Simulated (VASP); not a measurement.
A run of VASP 6.6.1 is set up as follows.

The input INCAR:

```
SYSTEM = SiNi
PREC = Accurate ; ENCUT = 520
EDIFF = 1E-7 ; ISMEAR = -1
SIGMA = 0.05 ; LREAL = .False.
LASPH = .True. ; NELM = 80
ALGO = Normal ; ISIF = 2
LWAVE = .False. ; LCHARG = .False.
GGA = PE ; NBANDS = 14
```

KPOINTS

```
Automatic mesh
0
Gamma
  15 15 15
  0 0 0
```

File POSCAR:

```
SiNi
1.0
    0.0000000000      2.3698496617      2.3698496617
    2.3698496617      0.0000000000      2.3698496617
    2.3698496617      2.3698496617      0.0000000000
Ni Si
1 1
Direct
    0.0000000000      0.0000000000      0.0000000000
    0.5000000000      0.5000000000      0.5000000000
```

Potentials or basis: VASP PAW PBE potentials, release 64 (Ni, Si).

Command:

```console
$ cat potpaw_PBE.64/Ni/POTCAR potpaw_PBE.64/Si/POTCAR > POTCAR
$ mpirun -np 1 vasp_std > vasp.out
```

**Question.** What does it give for the pressure?

**Answer.** 0.1 GPa.

**Question.** What does it give for the band gap on the k mesh?

**Answer.** Zero (band 7 reaches 13.02 eV, above the bottom of band 8 at 8.20 eV).

Spin polarisation is off, so any magnetic state and its effect on volume and gap are missing.
